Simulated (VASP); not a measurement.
Here is a VASP 6.6.1 calculation.

Contents of INCAR:

```
SYSTEM = YbC
PREC     = Accurate       ! precision mode
ENCUT    = 520            ! plane-wave cutoff, eV
EDIFF    = 1E-7           ! SCF threshold, eV
ISMEAR   = 0              ! smearing method
SIGMA    = 0.05           ! smearing width, eV
LREAL    = .False.        ! projectors in reciprocal space
LASPH    = .True.         ! aspherical terms in the spheres
NELM     = 150            ! most SCF steps
ALGO     = Normal         ! electronic algorithm
ISIF     = 2              ! what is computed and relaxed
LWAVE    = .False.        ! write WAVECAR
LCHARG   = .False.        ! write CHGCAR
ISPIN    = 2              ! spin polarisation
MAGMOM   = 1 0            ! initial moments
LORBIT   = 11             ! projections on sites
LMAXMIX  = 6              ! l up to which the mixer works
GGA      = PS             ! functional
NBANDS   = 25             ! bands
```

Contents of KPOINTS:

```
Automatic mesh
0
Gamma
  10 10 10
  0 0 0
```

POSCAR

```
YbC
1.0
    2.9381447575      0.0000000000      0.0000000000
    0.0000000000      2.9381447575      0.0000000000
    0.0000000000      0.0000000000      2.9381447575
Yb C
1 1
Direct
    0.0000000000      0.0000000000      0.0000000000
    0.5000000000      0.5000000000      0.5000000000
```

Potentials or basis: VASP PAW PBE potentials, release 64 (Yb, C).

Launch:

```bash
$ cat potpaw_PBE.64/Yb/POTCAR potpaw_PBE.64/C/POTCAR > POTCAR
$ mpirun -np 1 vasp_std > vasp.out
```

Task: Estimate the net moment.

Result: 0.00 μB per cell.

Task: Estimate the band gap on the k mesh.

Result: Zero (filled and empty bands overlap).

Task: Estimate the pressure.

Result: 7.0 GPa.

Caveat: the cell stands under pressure; the PAW data sets were made with another functional, which shifts forces and pressure a little; spin-orbit coupling is left out, which moves the levels of the heavy elements. The state reached can hang on the start; a lower one may exist.
